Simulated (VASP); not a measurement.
Set up this calculation in VASP 6.6.1, as the native input.

* Task: single point
* Functional: PBEsol
* Potentials or basis: VASP PAW PBE potentials, release 64 (Hg, Te)
* Cutoff: 520 eV
* k mesh: 12 × 12 × 12
* Occupations: gaussian, width 0.1 eV
* Spin: no spin polarisation
* Dipole correction: no
* Further INCAR settings: ALGO = Normal; EDIFF = 1e-06; NBANDS = 16

The structure of HgTe lies in POSCAR:

```
HgTe
1.0
    0.0000000000      3.2373932850      3.2373932850
    3.2373932850      0.0000000000      3.2373932850
    3.2373932850      3.2373932850      0.0000000000
Hg Te
1 1
Direct
    0.0000000000      0.0000000000      0.0000000000
    0.7500000000      0.7500000000      0.7500000000
```

This cell differs from its parent crystal: strained.

One way to write it, as run:

INCAR

```
PREC = Accurate
ENCUT = 520
EDIFF = 1E-6
ISMEAR = 0
SIGMA = 0.1
LREAL = F
LASPH = T
NELM = 80
ALGO = Normal
ISIF = 2
LWAVE = F
LCHARG = F
GGA = PS
NBANDS = 16
```

KPOINTS

```
regular mesh
0
Gamma
  12 12 12
```

Potentials or basis: VASP PAW PBE potentials, release 64 (Hg, Te).

The run is started by

```sh
$ cat potpaw_PBE.64/Hg/POTCAR potpaw_PBE.64/Te/POTCAR > POTCAR
$ mpirun -np 1 vasp_std > vasp.out
```

Results of the run:

```
Pressure               : 0.8 GPa
Band gap on the k mesh : zero (filled and empty bands touch)
```

Caveat: the cell differs from its parent crystal (strained); semilocal functionals underestimate gaps, and a narrow one can read as zero; the PAW data sets were made with another functional, which shifts forces and pressure a little; spin-orbit coupling is left out, which moves the levels of the heavy elements.

Wall time 86 s on 1 thread of Intel Xeon 8259CL (shared host), peak memory 0.26 GiB.
